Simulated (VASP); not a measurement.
## SnO: relaxation of cell and atoms with PBEsol

SnO:

```
Sn O
1.0
     1.77826   -5.08828    0.00000
     1.77826    5.08828    0.00000
     0.00000    0.00000    3.92762
Sn O
2 2
Direct
  0.38685 0.61315 0.75000
  0.61315 0.38685 0.25000
  0.85650 0.14350 0.25000
  0.14350 0.85650 0.75000
```

```
Program                : VASP 6.6.1
Task                   : relaxation of cell and atoms
Functional             : PBEsol
Potentials or basis    : VASP PAW PBE potentials, release 64 (Sn_d, O)
Cutoff                 : 600 eV
k mesh                 : 6 × 6 × 6
Occupations            : fermi-dirac, width 0.03 eV
Spin                   : no spin polarisation
Dipole correction      : no
Further INCAR settings : ALGO = Normal; EDIFF = 1e-06; IBRION = 2; EDIFFG = -0.01; NSW = 100; ISIF = 3
```

```json
{"Relaxed volume": "17.33 Å³/atom", "Relaxed cell": "a = 6.380 Å, b = 6.380 Å, c = 3.379 Å, α = 90.00°, β = 90.00°, γ = 149.74°", "Space group after relaxing (to 0.1 Å)": "Cmcm (No. 63)", "Energy gained by relaxing": "406.1 meV/atom", "Ionic steps": "25", "Pressure after relaxing": "0.0 GPa", "Largest force after relaxing": "0.009 eV/Å", "Band gap on the k mesh": "0.91 eV"}
```

Forces in eV/Å, atoms in the order of the input:
```
Sn   0.000 -0.006  0.000
Sn   0.000  0.006  0.000
O    0.000  0.009  0.000
O    0.000 -0.009  0.000
```

The path:
```
step  energy change (eV)  largest force (eV/Å)  pressure (GPa)  volume (Å³)
   1              0.0000                2.1459          -13.19        71.08
   2             -0.8465                1.0426            9.40        57.05
   3             -0.8894                1.1794            3.63        59.13
   4             -1.1121                0.8038            4.01        60.14
   5             -1.1981                1.2101            6.07        61.21
   6             -1.3406                0.6973            1.64        63.72
   7             -1.4209                0.4697           -3.21        67.26
   8             -1.4228                0.4866           -3.84        67.81
   9             -1.4883                0.4270           -2.85        67.51
  10             -1.5866                0.2677           -0.25        66.70
  11             -1.4613                0.4688            5.56        64.51
  12             -1.6037                0.1139            1.10        66.27
  13             -1.6037                0.1152            1.29        66.19
  14             -1.6115                0.2699            0.19        67.15
  15             -1.6121                0.3157           -0.07        67.43
  16             -1.6194                0.1317            0.34        67.89
  17             -1.6208                0.1339            0.65        68.17
  18             -1.6235                0.0735           -0.25        69.14
  19             -1.6235                0.0699           -0.23        69.15
  20             -1.6242                0.0108            0.09        69.17
  21             -1.6242                0.0154            0.08        69.17
  22             -1.6244                0.0123           -0.01        69.27
  23             -1.6245                0.0202           -0.08        69.34
  24             -1.6245                0.0173            0.03        69.30
  25             -1.6245                0.0094            0.02        69.31
```

Final structure:
```xyz
4
Lattice="1.6651 -6.1592 0.0000 1.6651 6.1592 0.0000 0.0000 0.0000 3.3793" Properties=species:S:1:pos:R:3 pbc="T T T"
Sn    1.6651    1.7161    2.5344
Sn    1.6651   -1.7161    0.8448
O     1.6651   -3.8517    0.8448
O     1.6651    3.8517    2.5344
```

Levels at points of the mesh, in eV from the valence-band top:
```
           k point  band 17  band 18  band 19  band 20  band 21  band 22  band 23  band 24
(0.00, 0.00, 0.00)    -4.31    -2.85    -2.77    -0.20     2.45     5.57     6.73     6.89
(0.50, 0.00, 0.00)    -3.02    -3.02    -1.86    -0.02     0.92     1.90     5.37     6.39
(0.50, 0.50, 0.00)    -4.33    -2.87    -2.75    -1.93     2.48     5.70     6.60     6.74
(0.00, 0.00, 0.50)    -2.95    -2.95    -0.99    -0.99     1.70     1.70     5.70     5.70
(0.50, 0.00, 0.50)    -4.32    -4.32    -1.73    -1.73     3.37     3.37     3.53     3.53
(0.50, 0.50, 0.50)    -2.95    -2.95    -1.48    -1.48     1.81     1.81     5.69     5.69
```

Wall time 20 min on 1 thread of Intel(R) Xeon(R) 6975P-C (Granite Rapids), with other jobs on the host, peak memory 0.32 GiB.

Caveat: a cell axis changed by over 15 % at a fixed basis, so the end point is rough; the PAW data sets were made with another functional, which shifts forces and pressure a little; spin-orbit coupling is left out, which moves the levels of the heavy elements. A k mesh can miss the band edges.
